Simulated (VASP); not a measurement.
Runs of VASP 6.6.1 on TlCuI3. The structure is that of space group Pm-3m (No. 221), or close to it. The cells are those of the table. 

```tsv
cell	k mesh	gap on the mesh (eV)	pressure (GPa)
a = 5.546 Å, 5 atoms	4 × 4 × 4	none	(b)
a = 5.490 Å, 5 atoms	8 × 8 × 8	none	0.9
a = 5.433 Å, 5 atoms	8 × 8 × 8	none	1.8
a = 5.725 Å, 5 atoms	8 × 8 × 8	none	-1.8
a = 5.546 Å, 5 atoms	8 × 8 × 8	none	0.0
a = 5.375 Å, 5 atoms	8 × 8 × 8	none	3.0
a = 5.315 Å, 5 atoms	8 × 8 × 8	none	(a)
a = 5.655 Å, 5 atoms	8 × 8 × 8	none	(c)
```

Alike in all rows: task single point; level PBE; potentials or basis VASP PAW PBE potentials, release 64 (Tl_d, Cu, I); no spin polarisation; cutoff (eV) 520; smearing gaussian 0.1 eV.

Question: Estimate the missing entries.

Answer: (a) 4.5; (b) 0.2; (c) -1.2.

Caveats: spin-orbit coupling is left out, which moves the levels of the heavy elements; an odd number of electrons without spin polarisation forces a metal; a magnetic or distorted state may lie lower; semilocal functionals often make such compounds metallic where correlation or magnetic order opens a gap, which also shifts bond lengths.

A k mesh can miss the band edges, and the runs leave out spin-orbit coupling on I, Tl.

A gap of «none» marks levels without a gap at the run's occupations.
